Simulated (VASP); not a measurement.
# WSe (Fm-3m) in VASP: notebook

WSe is run at these levels: r2SCAN; tasks: single point.

Everything below comes from runs of VASP 6.6.1. Logs are shortened: lines on timing, memory, paths and dates and some standing lists are left out, and cuts for length are marked.

### Step 1. The cell of the first run

It takes space group Fm-3m (No. 225, cubic). Conventional cell: a = 5.231 Å, b = 5.231 Å, c = 5.231 Å, α = 90.00°, β = 90.00°, γ = 90.00°. Within 3.5 Å of W (site symmetry m-3m) lie 6 Se at 2.62 Å. Se (site symmetry m-3m) has 6 W at 2.62 Å within 3.5 Å.

### Step 2. Single point, r2SCAN

POSCAR reads:

```
WSe
1.0
    0.0000000000      2.6155649628      2.6155649628
    2.6155649628      0.0000000000      2.6155649628
    2.6155649628      2.6155649628      0.0000000000
W Se
1 1
Direct
    0.0000000000      0.0000000000      0.0000000000
    0.5000000000      0.5000000000      0.5000000000
```

INCAR.step1 reads:

```
SYSTEM = WSe
PREC = Accurate
ENCUT = 520
ISMEAR = 0
SIGMA = 0.1
LREAL = .False.
LASPH = .True.
NELM = 60
NBANDS = 17
GGA = PE
ALGO = Normal
EDIFF = 1E-4
LWAVE = .True.
LCHARG = .False.
```

INCAR.step2 reads:

```
SYSTEM = WSe
PREC = Accurate
ENCUT = 520
EDIFF = 1E-7
ISMEAR = 0
SIGMA = 0.1
LREAL = .False.
LASPH = .True.
NELM = 60
ALGO = Normal
ISIF = 2
LWAVE = .False.
LCHARG = .False.
METAGGA = R2SCAN
LMIXTAU = .True.
NBANDS = 17
ISTART = 1
```

KPOINTS reads:

```
regular mesh
0
Gamma
  14 14 14
  0 0 0
```

Potentials or basis: VASP PAW PBE potentials, release 64 (W_sv, Se).

On the command line:

```
> cat potpaw_PBE.64/W_sv/POTCAR potpaw_PBE.64/Se/POTCAR > POTCAR
> cp INCAR.step1 INCAR
> mpirun -np 1 vasp_std > vasp.out
> cp INCAR.step2 INCAR
> mpirun -np 1 vasp_std > vasp.out
```

OUTCAR:

```text
SYSTEM = WSe
   PREC = Accurate
   ENCUT = 520
   EDIFF = 1E-7
   ISMEAR = 0
   LREAL = .False.
   LASPH = .True.
   NELM = 60
   ISIF = 2
   METAGGA = R2SCAN
   ISTART = 1

 ion  position               nearest neighbor table
   1  0.000  0.000  0.000-   2 2.62   2 2.62   2 2.62   2 2.62   2 2.62   2 2.62
   2  0.500  0.500  0.500-   1 2.62   1 2.62   1 2.62   1 2.62   1 2.62   1 2.62

  LATTYP: Found a face centered cubic cell.
 ALAT       =     5.2311299256

  Lattice vectors:

 A1 = (   0.0000000000,   2.6155649628,   2.6155649628)
 A2 = (   2.6155649628,   0.0000000000,   2.6155649628)
 A3 = (   2.6155649628,   2.6155649628,   0.0000000000)

Analysis of symmetry for initial positions (statically):
=====================================================================
 Subroutine PRICEL returns:
 Original cell was already a primitive cell.

 Routine SETGRP: Setting up the symmetry group for a
 face centered cubic supercell.

 Subroutine GETGRP returns: Found 48 space group operations
 (whereof 48 operations were pure point group operations)
 out of a pool of 48 trial point group operations.

The static configuration has the point symmetry O_h .

Analysis of symmetry for dynamics (positions and initial velocities):
=====================================================================
 Subroutine PRICEL returns:
 Original cell was already a primitive cell.

 Routine SETGRP: Setting up the symmetry group for a
 face centered cubic supercell.

 Subroutine GETGRP returns: Found 48 space group operations
 (whereof 48 operations were pure point group operations)
 out of a pool of 48 trial point group operations.

The dynamic configuration has the point symmetry O_h .

 Subroutine INISYM returns: Found 48 space group operations
 (whereof 48 operations are pure point group operations),
 and found     1 'primitive' translations

----------------------------------------------------------------------------------------

                                     Primitive cell

  volume of cell :      35.7871

  direct lattice vectors                    reciprocal lattice vectors
     0.000000000  2.615564963  2.615564963    -0.191163289  0.191163289  0.191163289
     2.615564963  0.000000000  2.615564963     0.191163289 -0.191163289  0.191163289
     2.615564963  2.615564963  0.000000000     0.191163289  0.191163289 -0.191163289

  length of vectors
     3.698967444  3.698967444  3.698967444     0.331104529  0.331104529  0.331104529

  position of ions in fractional coordinates (direct lattice)
     0.000000000  0.000000000  0.000000000
     0.500000000  0.500000000  0.500000000

  ion indices of the primitive-cell ions
   primitive index   ion index
                 1           1
                 2           2

----------------------------------------------------------------------------------------

 KPOINTS: regular mesh

Automatic generation of k-mesh.
 Grid dimensions read from file:
 generate k-points for:   14   14   14

 Generating k-lattice:

  Cartesian coordinates                     Fractional coordinates (reciprocal lattice)
    -0.013654521  0.013654521  0.013654521     0.071428571  0.000000000  0.000000000
     0.013654521 -0.013654521  0.013654521     0.000000000  0.071428571  0.000000000
     0.013654521  0.013654521 -0.013654521     0.000000000  0.000000000  0.071428571

  Length of vectors
     0.023650323  0.023650323  0.023650323

  Shift w.r.t. Gamma in fractional coordinates (k-lattice)
     0.000000000  0.000000000  0.000000000

 Subroutine IBZKPT returns following result:
 ===========================================

 Found    104 irreducible k-points:

 Following reciprocal coordinates:
            Coordinates               Weight
  0.000000  0.000000  0.000000      1.000000
  0.071429  0.000000  0.000000      8.000000
  0.142857  0.000000  0.000000      8.000000
  0.214286  0.000000  0.000000      8.000000
  0.285714  0.000000  0.000000      8.000000
  0.357143  0.000000  0.000000      8.000000
[... 16 lines left out ...]
  0.214286  0.142857  0.000000     24.000000
  0.285714  0.142857  0.000000     24.000000
 [... further k-points ...]
   k-points           NKPTS =    104   k-points in BZ     NKDIM =    104   number of bands    NBANDS=     17
   number of dos      NEDOS =    301   number of ions     NIONS =      2
   total plane-waves  NPLWV =  21952
   dimension x,y,z NGX =    28 NGY =   28 NGZ =   28
   dimension x,y,z NGXF=    56 NGYF=   56 NGZF=   56
   ions per type =               1   1
   NGX,Y,Z   is equivalent  to a cutoff of  12.58, 12.58, 12.58 a.u.
   NGXF,Y,Z  is equivalent  to a cutoff of  25.17, 25.17, 25.17 a.u.
 SYSTEM =  WSe
   PREC   = accura    normal or accurate (medium, high low for compatibility)
   ISTART =      1    job   : 0-new  1-cont  2-samecut
   ICHARG =      0    charge: 1-file 2-atom 10-const
   ISPIN  =      1    spin polarized calculation?
   LNONCOLLINEAR =      F non collinear calculations
   LSORBIT =      F    spin-orbit coupling
   LASPH  =      T    aspherical Exc in radial PAW
   ENCUT  =  520.0 eV  38.22 Ry    6.18 a.u.   6.88  6.88  6.88*2*pi/ulx,y,z
   NELM   =     60;   NELMIN=  2; NELMDL=  0     # of ELM steps
   EDIFF  = 0.1E-06   stopping-criterion for ELM
   LREAL  =      F    real-space projection
   EDIFFG = 0.1E-05   stopping-criterion for IOM
   NSW    =      0    number of steps for IOM
   IBRION =     -1    ionic relax: 0-MD 1-quasi-New 2-CG
   NFREE  =      0    steps in history (QN), initial steepest desc. (CG)
   ISIF   =      2    stress and relaxation
   ISYM   =      2    0-nonsym 1-usesym 2-fastsym
   POTIM  = 0.5000    time-step for ionic-motion
   TEBEG  =    0.0;   TEEND  =   0.0 temperature during run
   PSTRESS=    0.0 pullay stress
   NELECT =      20.0000    total number of electrons
   NUPDOWN=      -1.0000    fix difference up-down
   EMIN   =  10.00;   EMAX   =-10.00  energy-range for DOS
   EFERMI =   0.00;   METHOD = LEGACY
   ISMEAR =     0;   SIGMA  =   0.10  broadening in eV -4-tet -1-fermi 0-gaus
   EFERMI_NEDOS =   21; number of points for ismear=-14 and -15
   IALGO  =     38    algorithm
   IMIX   =      4    mixing-type and parameters
     AMIX     =   0.40;   BMIX     =  1.00
     AMIX_MAG =   1.60;   BMIX_MAG =  1.00
  volume/ion in A,a.u.               =      17.89       120.75
  Fermi-wavevector in a.u.,A,eV,Ry     =   1.348474  2.548247 24.740600  1.818383
  Thomas-Fermi vector in A             =   2.476140
   LORBIT       =      0    0 simple, 1 ext, 2 COOP (PROOUT), +10 PAW based schemes
   METAGGA = R2SCAN    functional components
   LHFCALC =     F    Hartree Fock is set to
   AEXX    =    0.0000 exact exchange contribution
   IVDW    =     0    specifies the selected vdW correction
   LEPSILON=     F    determine dielectric tensor
   LRPA    =     F    only Hartree local field effects (RPA)
 non-spin polarized calculation
 Gauss-broadening in eV      SIGMA  =   0.10
  energy-cutoff  :      520.00
  volume of cell :       35.79
 maximum number of plane-waves:       982
   NGX = 13   NGY = 13   NGZ = 13

 number of electron      19.9999999 magnetization

 Free energy of the ion-electron system (eV)
  ---------------------------------------------------
  ext. energy  EPLUGINS =         0.00000000
  ---------------------------------------------------
  free energy    TOTEN  =       -63.13616700 eV

  energy without entropy =      -63.11984348  energy(sigma->0) =      -63.12800524

 E-fermi :   9.3434     XC(G=0): -12.6950

 val. band max:        9.3401707695   @ k =  -0.3571   0.2143   0.0000
 cond. band min:       9.3454675100   @ k =  -0.3571   0.4286   0.1429
 fundamental gap:      0.0052967405
 Fermi energy:         9.3434225344

 k-point     1 :       0.0000    0.0000    0.0000
  band No.  band energies     occupation
      1     -67.2104      2.00000
      2     -30.8195      2.00000
      3     -30.8195      2.00000
      4     -30.8195      2.00000
      5      -8.0641      2.00000
      6       6.3488      2.00000
[... 9 lines left out ...]
     16      22.4429      0.00000
     17      22.4429      0.00000

 k-point     2 :       0.0714    0.0000    0.0000
  band No.  band energies     occupation
      1     -67.2102      2.00000
      2     -30.8246      2.00000
      3     -30.8200      2.00000
      4     -30.8200      2.00000
      5      -7.9928      2.00000
      6       5.5862      2.00000
[... 9 lines left out ...]
     16      21.6039      0.00000
     17      22.0408      0.00000

 k-point     3 :       0.1429    0.0000    0.0000
  band No.  band energies     occupation
      1     -67.2098      2.00000
      2     -30.8388      2.00000
      3     -30.8212      2.00000
      4     -30.8212      2.00000
      5      -7.7849      2.00000
      6       4.3647      2.00000
[... 9 lines left out ...]
     16      20.5227      0.00000
     17      20.9804      0.00000

 k-point     4 :       0.2143    0.0000    0.0000
  band No.  band energies     occupation
      1     -67.2092      2.00000
      2     -30.8592      2.00000
      3     -30.8231      2.00000
      4     -30.8231      2.00000
      5      -7.4604      2.00000
      6       3.1084      2.00000
[... 9 lines left out ...]
     16      19.6297      0.00000
     17      19.6297      0.00000
[... 343 lines left out ...]
      1     -67.2096      2.00000
      2     -30.8364      2.00000
      3     -30.8262      2.00000
      4     -30.8262      2.00000
      5      -7.7119      2.00000
      6       3.6024      2.00000
[... 9 lines left out ...]
     16      19.8633      0.00000
     17      20.3083      0.00000

 k-point    23 :       0.2143    0.1429    0.0000
  band No.  band energies     occupation
      1     -67.2092      2.00000
      2     -30.8495      2.00000
      3     -30.8293      2.00000
      4     -30.8279      2.00000
      5      -7.4965      2.00000
      6       2.9144      2.00000
[... 9 lines left out ...]
     16      18.6815      0.00000
     17      19.6675      0.00000

 k-point    24 :       0.2857    0.1429    0.0000
  band No.  band energies     occupation
      1     -67.2086      2.00000
      2     -30.8681      2.00000
      3     -30.8321      2.00000
      4     -30.8297      2.00000
      5      -7.1903      2.00000
      6       2.2247      2.00000
[... 9 lines left out ...]
     16      18.5060      0.00000
     17      18.9105      0.00000

 [... further k-points ...]

------------------------ aborting loop because EDIFF is reached ----------------------------------------

  FORCE on cell =-STRESS in cart. coord.  units (eV):
  Direction    XX          YY          ZZ          XY          YZ          ZX
  --------------------------------------------------------------------------------------
  -------------------------------------------------------------------------------------
  Total       -0.5435717     -0.5435717     -0.5435717     -0.0000000     -0.0000000      0.0000000
  in kB      -24.3355336    -24.3355336    -24.3355336     -0.0000000     -0.0000000      0.0000000
  external PRESSURE =     -24.3355336 kB  Pullay stress =       0.0000000 kB

 VOLUME and BASIS-vectors are now :
 -----------------------------------------------------------------------------
  energy-cutoff  :      520.00
  volume of cell :       35.79
      direct lattice vectors                 reciprocal lattice vectors
     0.000000000  2.615564963  2.615564963    -0.191163289  0.191163289  0.191163289
     2.615564963  0.000000000  2.615564963     0.191163289 -0.191163289  0.191163289
     2.615564963  2.615564963  0.000000000     0.191163289  0.191163289 -0.191163289

 POSITION                                       TOTAL-FORCE (eV/Angst)
 -----------------------------------------------------------------------------------
      0.00000      0.00000      0.00000        -0.000000      0.000000     -0.000000
      2.61556      2.61556      2.61556         0.000000     -0.000000      0.000000
 -----------------------------------------------------------------------------------
    total drift:                               -0.000000      0.000000      0.000000

  FREE ENERGIE OF THE ION-ELECTRON SYSTEM (eV)
  ---------------------------------------------------
  free  energy   TOTEN  =       -63.1361670007 eV

  energy  without entropy=      -63.1198434844  energy(sigma->0) =      -63.12800524
```

It took 5.7 min on 1 thread of Intel Xeon 8259CL, shared host; peak memory 0.22 GiB.

What came out:

* Free energy: -63.1362 eV
* Pressure: -2.4 GPa
* Band gap on the k mesh: zero (bands 10 and 11 overlap by 2.70 eV)

Levels at points of the mesh, in eV from the Fermi level:
| k point | band 8 | band 9 | band 10 | band 11 | band 12 | band 13 |
| --- | --- | --- | --- | --- | --- | --- |
| (0.00, 0.00, 0.00) | -2.99 | -2.26 | -2.26 | -2.26 | -1.74 | -1.74 |
| (0.50, 0.00, 0.00) | -6.38 | 0.05 | 0.05 | 0.46 | 2.34 | 5.47 |
| (0.50, 0.50, 0.00) | -4.65 | -4.01 | -0.70 | 0.31 | 0.80 | 0.80 |

Caveat: the PAW data sets were made with another functional, which shifts forces and pressure a little; spin-orbit coupling is left out, which moves the levels of the heavy elements.

### Step 3. Single point, r2SCAN, collinear spin

POSCAR is that of step 2.

Edit INCAR.step1 of step 2 so:

```diff
@@ -7,4 +7,7 @@
 LASPH = .True.
-NELM = 60
-NBANDS = 17
+NELM = 150
+ISPIN = 2
+MAGMOM = 2.5 0
+LMAXMIX = 4
+NBANDS = 21
 GGA = PE
```

INCAR.step2 reads:

```
SYSTEM = WSe
PREC = Accurate
ENCUT = 520
EDIFF = 1E-6
ISMEAR = 0
SIGMA = 0.1
LREAL = .False.
LASPH = .True.
NELM = 150
ALGO = Normal
ISIF = 2
LWAVE = .False.
LCHARG = .False.
ISPIN = 2
MAGMOM = 2.5 0
LORBIT = 11
LMAXMIX = 4
METAGGA = R2SCAN
LMIXTAU = .True.
NBANDS = 21
ISTART = 1
```

KPOINTS reads:

```
Automatic mesh
0
Gamma
  14 14 14
  0 0 0
```

Potentials or basis: VASP PAW PBE potentials, release 64 (W_sv, Se).

On the command line:

```
> cat potpaw_PBE.64/W_sv/POTCAR potpaw_PBE.64/Se/POTCAR > POTCAR
> cp INCAR.step1 INCAR
> mpirun -np 1 vasp_std > vasp.out
> cp INCAR.step2 INCAR
> mpirun -np 1 vasp_std > vasp.out
```

It took 16 min on 1 thread of Intel Xeon 8259CL, shared host; peak memory 0.28 GiB.

Results (log left out):

| Item | Value |
| --- | --- |
| Free energy | -63.3309 eV |
| Pressure | 8.7 GPa |
| Net moment | 2.54 μB per cell |
| Site moments | W +2.11; Se +0.02 μB |
| Valence electrons inside the program's atomic spheres | W 11.98; Se 4.03 |

Levels at points of the mesh, in eV from the Fermi level:
Spin up:
```
           k point  band 8  band 9  band 10  band 11  band 12  band 13  band 14  band 15
(0.00, 0.00, 0.00)   -2.99   -2.93    -2.93    -2.93    -2.03    -2.03     1.43     8.07
(0.50, 0.00, 0.00)   -6.49   -0.82    -0.82    -0.41     2.21     5.32     5.32     5.80
(0.50, 0.50, 0.00)   -4.58   -4.58    -1.01    -0.25    -0.18    -0.18     2.11    10.71
```
Spin down:
```
           k point  band 5  band 6  band 7  band 8  band 9  band 10  band 11  band 12  band 13  band 14
(0.00, 0.00, 0.00)  -17.22   -2.88   -2.88   -2.88   -0.91    -0.91    -0.91    -0.68    -0.68     2.66
(0.50, 0.00, 0.00)  -15.42   -8.80   -5.91   -5.91    1.69     1.69     2.05     2.76     6.31     6.31
(0.50, 0.50, 0.00)  -15.82   -7.00   -4.48   -4.48   -2.90     0.41     1.42     2.57     2.57     3.50
```

Caveat: the cell stands under pressure; the PAW data sets were made with another functional, which shifts forces and pressure a little; spin-orbit coupling is left out, which moves the levels of the heavy elements.
